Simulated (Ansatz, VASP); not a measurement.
One calculation of C, two programs

```xyz
2
Lattice="0.0000 1.7593 1.7593 1.7593 0.0000 1.7593 1.7593 1.7593 0.0000" Properties=species:S:1:pos:R:3 pbc="T T T"
C     1.7593    1.7593    1.7593
C     2.6389    2.6389    2.6389
```

Change from the starting cell: volume scaled by 0.96.

Alike in both runs: task single point; functional LDA; k mesh 20 × 20 × 20; occupations fermi-dirac, width 0.08 eV; no spin polarisation.

|  | VASP | Ansatz |
| --- | --- | --- |
| version | VASP 6.6.1 | Ansatz 0.2.0 |
| potentials or method | VASP PAW LDA potentials, release 64 (C), cutoff 520 eV | all-electron LAPW, scalar-relativistic |

```csv
,VASP,Ansatz,Ansatz less VASP
gap on the k mesh at the Fermi level (eV),4.20,4.21,+0.006
pressure (GPa),7.0,5.5,-1.54
```

LDA's correlation is that of Perdew and Zunger in VASP and of Perdew and Wang (1992) in Ansatz. Ansatz ran all-electron here, and VASP with PAW potentials.
